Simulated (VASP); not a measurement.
# CdSe (F-43m) in VASP: notebook

Aim: see how the results for CdSe move with the level of theory and the settings. Levels: r2SCAN50, HF. Tasks: single point.

Everything below comes from runs of VASP 6.6.1. Logs are shortened: lines on timing, memory, paths and dates and some standing lists are left out, and cuts for length are marked.

**1. The cell of the first run**

It takes space group F-43m (No. 216, cubic). The conventional cell has a = 6.141 Å, b = 6.141 Å, c = 6.141 Å, α = 90.00°, β = 90.00°, γ = 90.00°. Cd (site symmetry -43m) has 4 Se at 2.66 Å within 3.5 Å. Within 3.5 Å of Se (site symmetry -43m) lie 4 Cd at 2.66 Å.

**2. Single point, r2SCAN50**

File POSCAR:

```
CdSe
1.0
    0.0000000000      3.0702711986      3.0702711986
    3.0702711986      0.0000000000      3.0702711986
    3.0702711986      3.0702711986      0.0000000000
Cd Se
1 1
Direct
    0.0000000000      0.0000000000      0.0000000000
    0.2500000000      0.2500000000      0.2500000000
```

File INCAR.step1:

```
PREC = Accurate
ENCUT = 520
EDIFF = 1E-5
ISMEAR = -1
SIGMA = 0.05
LREAL = False
LASPH = True
NELM = 60
ALGO = Normal
ISIF = 2
LWAVE = True
LCHARG = False
GGA = PE
NBANDS = 16
```

File INCAR.step2:

```
PREC = Accurate
ENCUT = 520
EDIFF = 1E-6
ISMEAR = -1
SIGMA = 0.05
LREAL = False
LASPH = True
NELM = 60
ALGO = Normal
ISIF = 2
LWAVE = False
LCHARG = False
METAGGA = R2SCAN
LHFCALC = True
AEXX = 0.5
LMIXTAU = True
PRECFOCK = Normal
ISTART = 1
NBANDS = 16
```

File KPOINTS:

```
Automatic mesh
0
Gamma
  4 4 4
```

Potentials or basis: VASP PAW PBE potentials, release 64 (Cd, Se).

The run is started by

```sh
$ cat potpaw_PBE.64/Cd/POTCAR potpaw_PBE.64/Se/POTCAR > POTCAR
$ cp INCAR.step1 INCAR
$ mpirun -np 1 vasp_std > vasp.out
$ cp INCAR.step2 INCAR
$ mpirun -np 1 vasp_std > vasp.out
```

OUTCAR:

```text
PREC = Accurate
   ENCUT = 520
   EDIFF = 1E-6
   ISMEAR = -1
   LREAL = False
   LASPH = True
   NELM = 60
   ISIF = 2
   METAGGA = R2SCAN
   LHFCALC = True
   AEXX = 0.5
   PRECFOCK = Normal
   ISTART = 1

 ion  position               nearest neighbor table
   1  0.000  0.000  0.000-   2 2.66   2 2.66   2 2.66   2 2.66
   2  0.250  0.250  0.250-   1 2.66   1 2.66   1 2.66   1 2.66

  LATTYP: Found a face centered cubic cell.
 ALAT       =     6.1405423972

  Lattice vectors:

 A1 = (   0.0000000000,   3.0702711986,   3.0702711986)
 A2 = (   3.0702711986,   0.0000000000,   3.0702711986)
 A3 = (   3.0702711986,   3.0702711986,   0.0000000000)

Analysis of symmetry for initial positions (statically):
=====================================================================
 Subroutine PRICEL returns:
 Original cell was already a primitive cell.

 Routine SETGRP: Setting up the symmetry group for a
 face centered cubic supercell.

 Subroutine GETGRP returns: Found 24 space group operations
 (whereof 24 operations were pure point group operations)
 out of a pool of 48 trial point group operations.

The static configuration has the point symmetry T_d .

Analysis of symmetry for dynamics (positions and initial velocities):
=====================================================================
 Subroutine PRICEL returns:
 Original cell was already a primitive cell.

 Routine SETGRP: Setting up the symmetry group for a
 face centered cubic supercell.

 Subroutine GETGRP returns: Found 24 space group operations
 (whereof 24 operations were pure point group operations)
 out of a pool of 48 trial point group operations.

The dynamic configuration has the point symmetry T_d .

 Subroutine INISYM returns: Found 24 space group operations
 (whereof 24 operations are pure point group operations),
 and found     1 'primitive' translations

----------------------------------------------------------------------------------------

                                     Primitive cell

  volume of cell :      57.8842

  direct lattice vectors                    reciprocal lattice vectors
     0.000000000  3.070271199  3.070271199    -0.162852063  0.162852063  0.162852063
     3.070271199  0.000000000  3.070271199     0.162852063 -0.162852063  0.162852063
     3.070271199  3.070271199  0.000000000     0.162852063  0.162852063 -0.162852063

  length of vectors
     4.342019169  4.342019169  4.342019169     0.282068048  0.282068048  0.282068048

  position of ions in fractional coordinates (direct lattice)
     0.000000000  0.000000000  0.000000000
     0.250000000  0.250000000  0.250000000

  ion indices of the primitive-cell ions
   primitive index   ion index
                 1           1
                 2           2

----------------------------------------------------------------------------------------

 KPOINTS: Automatic mesh

Automatic generation of k-mesh.
 Grid dimensions read from file:
 generate k-points for:    4    4    4

 Generating k-lattice:

  Cartesian coordinates                     Fractional coordinates (reciprocal lattice)
    -0.040713016  0.040713016  0.040713016     0.250000000  0.000000000  0.000000000
     0.040713016 -0.040713016  0.040713016     0.000000000  0.250000000  0.000000000
     0.040713016  0.040713016 -0.040713016     0.000000000  0.000000000  0.250000000

  Length of vectors
     0.070517012  0.070517012  0.070517012

  Shift w.r.t. Gamma in fractional coordinates (k-lattice)
     0.000000000  0.000000000  0.000000000

 Subroutine IBZKPT returns following result:
 ===========================================

 Found      8 irreducible k-points:

 Following reciprocal coordinates:
            Coordinates               Weight
  0.000000  0.000000  0.000000      1.000000
  0.250000  0.000000  0.000000      8.000000
  0.500000  0.000000  0.000000      4.000000
  0.250000  0.250000  0.000000      6.000000
  0.500000  0.250000  0.000000     24.000000
 -0.250000  0.250000  0.000000     12.000000
  0.500000  0.500000  0.000000      3.000000
 -0.250000  0.500000  0.250000      6.000000
   k-points           NKPTS =      8   k-points in BZ     NKDIM =     64   number of bands    NBANDS=     16
   number of dos      NEDOS =    301   number of ions     NIONS =      2
   total plane-waves  NPLWV =  32768
   dimension x,y,z NGX =    32 NGY =   32 NGZ =   32
   dimension x,y,z NGXF=    64 NGYF=   64 NGZF=   64
   ions per type =               1   1
   NGX,Y,Z   is equivalent  to a cutoff of  12.25, 12.25, 12.25 a.u.
   NGXF,Y,Z  is equivalent  to a cutoff of  24.50, 24.50, 24.50 a.u.
 SYSTEM =  unknown system
   PREC   = accura    normal or accurate (medium, high low for compatibility)
   ISTART =      1    job   : 0-new  1-cont  2-samecut
   ICHARG =      0    charge: 1-file 2-atom 10-const
   ISPIN  =      1    spin polarized calculation?
   LNONCOLLINEAR =      F non collinear calculations
   LSORBIT =      F    spin-orbit coupling
   LASPH  =      T    aspherical Exc in radial PAW
   ENCUT  =  520.0 eV  38.22 Ry    6.18 a.u.   8.07  8.07  8.07*2*pi/ulx,y,z
   NELM   =     60;   NELMIN=  2; NELMDL=  0     # of ELM steps
   EDIFF  = 0.1E-05   stopping-criterion for ELM
   LREAL  =      F    real-space projection
   EDIFFG = 0.1E-04   stopping-criterion for IOM
   NSW    =      0    number of steps for IOM
   IBRION =     -1    ionic relax: 0-MD 1-quasi-New 2-CG
   NFREE  =      0    steps in history (QN), initial steepest desc. (CG)
   ISIF   =      2    stress and relaxation
   ISYM   =      3    0-nonsym 1-usesym 2-fastsym
   POTIM  = 0.5000    time-step for ionic-motion
   TEBEG  =    0.0;   TEEND  =   0.0 temperature during run
   PSTRESS=    0.0 pullay stress
   NELECT =      18.0000    total number of electrons
   NUPDOWN=      -1.0000    fix difference up-down
   EMIN   =  10.00;   EMAX   =-10.00  energy-range for DOS
   EFERMI =   0.00;   METHOD = LEGACY
   ISMEAR =    -1;   SIGMA  =   0.05  broadening in eV -4-tet -1-fermi 0-gaus
   EFERMI_NEDOS =   21; number of points for ismear=-14 and -15
   IALGO  =     38    algorithm
   IMIX   =      1    mixing-type and parameters
     AMIX     =   0.40;   BMIX     =  1.00
     AMIX_MAG =   1.60;   BMIX_MAG =  1.00
  volume/ion in A,a.u.               =      28.94       195.31
  Fermi-wavevector in a.u.,A,eV,Ry     =   1.109121  2.095935 16.737199  1.230149
  Thomas-Fermi vector in A             =   2.245657
   LORBIT       =      0    0 simple, 1 ext, 2 COOP (PROOUT), +10 PAW based schemes
   METAGGA = R2SCAN    functional components
   LHFCALC =     T    Hartree Fock is set to
   PRECFOCK=normal    Normal, Fast or Accurate (Low or Medium for compatibility)
   ENCUT4O =  -1.0   cutoff for four orbital integrals eV
   NKREDX  =     1    reduce k-point grid by
   NKREDY  =     1    reduce k-point grid by
   NKREDZ  =     1    reduce k-point grid by
   AEXX    =    0.5000 exact exchange contribution
   HFSCREEN=    0.0000 screening length (either q_TF or 0.3 A-1)
   HFSCREENC=   0.0000 screening length for correlation (either q_TF or 0.3 A-1)
   ENCUTFOCK=  -1.0 apply spherical cutoff to Coloumb kernel
   IVDW    =     0    specifies the selected vdW correction
   LEPSILON=     F    determine dielectric tensor
   LRPA    =     F    only Hartree local field effects (RPA)
 non-spin polarized calculation
  energy-cutoff  :      520.00
  volume of cell :       57.88
 maximum number of plane-waves:      1588
  NGX = 28; NGY = 28; NGZ = 28

 number of electron      18.0000008 magnetization

 Free energy of the ion-electron system (eV)
  ---------------------------------------------------
  ext. energy  EPLUGINS =         0.00000000
  ---------------------------------------------------
  free energy    TOTEN  =       -25.05631593 eV

  energy without entropy =      -25.05631593  energy(sigma->0) =      -25.05631593

 E-fermi :  -0.2440     XC(G=0):  -5.2516

 val. band max:       -1.3404354859   @ k =   0.0000   0.0000   0.0000
 cond. band min:       2.6333397873   @ k =   0.0000   0.0000   0.0000
 fundamental gap:      3.9737752732
 Fermi energy:        -0.2440323122

 k-point     1 :       0.0000    0.0000    0.0000
  band No.  band energies     occupation
      1     -16.1788      2.00000
      2     -11.8018      2.00000
      3     -11.8018      2.00000
      4     -11.8018      2.00000
      5     -11.4474      2.00000
      6     -11.4474      2.00000
[... 8 lines left out ...]
     15      13.6913      0.00000
     16      13.6913      0.00000

 k-point     2 :       0.2500    0.0000    0.0000
  band No.  band energies     occupation
      1     -15.9750      2.00000
      2     -11.7521      2.00000
      3     -11.7521      2.00000
      4     -11.5507      2.00000
      5     -11.4466      2.00000
      6     -11.4466      2.00000
[... 8 lines left out ...]
     15      12.5047      0.00000
     16      12.5047      0.00000

 k-point     3 :       0.5000    0.0000    0.0000
  band No.  band energies     occupation
      1     -15.7747      2.00000
      2     -11.7141      2.00000
      3     -11.7141      2.00000
      4     -11.4315      2.00000
      5     -11.4315      2.00000
      6     -11.0930      2.00000
[... 8 lines left out ...]
     15      14.9523      0.00000
     16      14.9523      0.00000

 k-point     4 :       0.2500    0.2500    0.0000
  band No.  band energies     occupation
      1     -15.9095      2.00000
      2     -11.6936      2.00000
      3     -11.6936      2.00000
      4     -11.5926      2.00000
      5     -11.4327      2.00000
      6     -11.4239      2.00000
[... 8 lines left out ...]
     15      14.2918      0.00000
     16      15.9102      0.00000

 k-point     5 :       0.5000    0.2500    0.0000
  band No.  band energies     occupation
      1     -15.7147      2.00000
      2     -11.6676      2.00000
      3     -11.6405      2.00000
      4     -11.5013      2.00000
      5     -11.4213      2.00000
      6     -11.0396      2.00000
[... 8 lines left out ...]
     15      15.2161      0.00000
     16      15.6785      0.00000

 k-point     6 :      -0.2500    0.2500    0.0000
  band No.  band energies     occupation
      1     -15.7782      2.00000
      2     -11.6900      2.00000
      3     -11.6887      2.00000
      4     -11.4565      2.00000
      5     -11.4559      2.00000
      6     -11.1661      2.00000
[... 8 lines left out ...]
     15      14.0354      0.00000
     16      15.7536      0.00000

 k-point     7 :       0.5000    0.5000    0.0000
  band No.  band energies     occupation
      1     -15.6520      2.00000
      2     -11.5854      2.00000
      3     -11.5725      2.00000
      4     -11.5725      2.00000
      5     -11.4002      2.00000
      6     -10.9874      2.00000
[... 8 lines left out ...]
     15      15.2287      0.00000
     16      16.1649      0.00000

 k-point     8 :      -0.2500    0.5000    0.2500
  band No.  band energies     occupation
      1     -15.6541      2.00000
      2     -11.6349      2.00000
      3     -11.6187      2.00000
      4     -11.4858      2.00000
      5     -11.4419      2.00000
      6     -10.8782      2.00000
[... 8 lines left out ...]
     15      15.2275      0.00000
     16      15.9882      0.00000

------------------------ aborting loop because EDIFF is reached ----------------------------------------

  FORCE on cell =-STRESS in cart. coord.  units (eV):
  Direction    XX          YY          ZZ          XY          YZ          ZX
  --------------------------------------------------------------------------------------
  -------------------------------------------------------------------------------------
  Total       -0.4868234     -0.4868234     -0.4868234     -0.0000000      0.0000000     -0.0000000
  in kB      -13.4747846    -13.4747846    -13.4747846     -0.0000000      0.0000000     -0.0000000
  external PRESSURE =     -13.4747846 kB  Pullay stress =       0.0000000 kB

 VOLUME and BASIS-vectors are now :
 -----------------------------------------------------------------------------
  energy-cutoff  :      520.00
  volume of cell :       57.88
      direct lattice vectors                 reciprocal lattice vectors
     0.000000000  3.070271199  3.070271199    -0.162852063  0.162852063  0.162852063
     3.070271199  0.000000000  3.070271199     0.162852063 -0.162852063  0.162852063
     3.070271199  3.070271199  0.000000000     0.162852063  0.162852063 -0.162852063

 POSITION                                       TOTAL-FORCE (eV/Angst)
 -----------------------------------------------------------------------------------
      0.00000      0.00000      0.00000        -0.000000     -0.000000     -0.000000
      1.53514      1.53514      1.53514         0.000000      0.000000      0.000000
 -----------------------------------------------------------------------------------
    total drift:                                0.000016      0.000025      0.000009

  FREE ENERGIE OF THE ION-ELECTRON SYSTEM (eV)
  ---------------------------------------------------
  free  energy   TOTEN  =       -25.0563159256 eV

  energy  without entropy=      -25.0563159255  energy(sigma->0) =      -25.05631593
```

Wall time 11 min (1 thread of AMD EPYC 9R45 (Zen 5), shared host); peak memory 0.17 GiB.

What came out:

| Property | Result |
| --- | --- |
| Free energy | -25.0563 eV |
| Pressure | -1.3 GPa |
| Band gap on the k mesh | 3.97 eV |

Caveat: the k points lie up to 0.44 Å⁻¹ apart; the PAW data sets were made with another functional, which shifts forces and pressure a little.

**3. Single point, HF**

POSCAR is that of step 2.

File INCAR.step1:

```
SYSTEM = CdSe
PREC = Accurate ; ENCUT = 520
EDIFF = 1E-5 ; ISMEAR = -1
SIGMA = 0.05 ; LREAL = .False.
LASPH = .True. ; NELM = 80
ALGO = Normal ; ISIF = 2
LWAVE = .True. ; LCHARG = .False.
NBANDS = 16 ; GGA = PE
```

File INCAR.step2:

```
SYSTEM = CdSe
PREC = Accurate ; ENCUT = 520
EDIFF = 1E-7 ; ISMEAR = -1
SIGMA = 0.05 ; LREAL = .False.
LASPH = .True. ; NELM = 80
ALGO = Normal ; ISIF = 2
LWAVE = .False. ; LCHARG = .False.
GGA = PE ; LHFCALC = .True.
AEXX = 1.0 ; ALDAC = 0.0
AGGAC = 0.0 ; PRECFOCK = Normal
NBANDS = 16 ; ISTART = 1
```

File KPOINTS:

```
Automatic mesh
0
Gamma
  4 4 4
  0 0 0
```

Potentials or basis: VASP PAW PBE potentials, release 64 (Cd, Se).

The run is started by

```sh
$ cat potpaw_PBE.64/Cd/POTCAR potpaw_PBE.64/Se/POTCAR > POTCAR
$ cp INCAR.step1 INCAR
$ mpirun -np 1 vasp_std > vasp.out
$ cp INCAR.step2 INCAR
$ mpirun -np 1 vasp_std > vasp.out
```

Wall time 14 min (1 thread of AMD EPYC 9R45 (Zen 5), shared host); peak memory 0.17 GiB.

The run converged. Its results:

- Free energy: -11.8066 eV
- Pressure: 3.8 GPa
- Band gap on the k mesh: 7.71 eV

Levels at points of the mesh, in eV from the valence-band top:
| k point | band 5 | band 6 | band 7 | band 8 | band 9 | band 10 | band 11 | band 12 | band 13 | band 14 |
| --- | --- | --- | --- | --- | --- | --- | --- | --- | --- | --- |
| (0.00, 0.00, 0.00) | -12.21 | -12.21 | 0.00 | 0.00 | 0.00 | 7.71 | 13.42 | 13.42 | 13.42 | 17.82 |
| (0.50, 0.00, 0.00) | -12.19 | -11.77 | -5.25 | -0.88 | -0.88 | 9.66 | 13.78 | 13.78 | 14.71 | 17.87 |
| (0.50, 0.50, 0.00) | -12.16 | -11.63 | -4.86 | -2.21 | -2.21 | 9.67 | 10.96 | 17.11 | 18.68 | 18.68 |

Caveat: the k points lie up to 0.44 Å⁻¹ apart; the PAW data sets were made with another functional, which shifts forces and pressure a little.
